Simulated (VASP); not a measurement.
Input of a VASP 6.6.1 run:

The input INCAR:

```
PREC = Accurate
ENCUT = 520
EDIFF = 1E-6
ISMEAR = 0
SIGMA = 0.15
LREAL = F
LASPH = T
NELM = 100
ALGO = Fast
ISIF = 2
LWAVE = F
LCHARG = F
NBANDS = 12
```

Contents of KPOINTS:

```
Automatic mesh
0
Gamma
  24 24 24
```

POSCAR

```
Cu
1.0
   -1.5150667835      1.5150667835      1.2617476173
    1.5150667835     -1.5150667835      1.2617476173
    1.5150667835      1.5150667835     -1.2617476173
Cu
1
Direct
    0.0000000000      0.0000000000      0.0000000000
```

Potentials or basis: VASP PAW LDA potentials, release 64 (Cu).

Command:

```console
$ cat potpaw_LDA.64/Cu/POTCAR > POTCAR
$ mpirun -np 1 vasp_std > vasp.out
```

Problem. Predict the pressure.

Solution. -7.4 GPa.

Problem. Predict the band gap on the k mesh.

Solution. Zero (an odd number of electrons rules out a gap without spin polarisation).

Stress tensor (GPa, compression positive):
```
-9.32  0.00  0.00
 0.00 -9.32  0.00
 0.00  0.00 -3.59
```

Caveat: the stress differs along the axes, from -9 to -4 GPa.
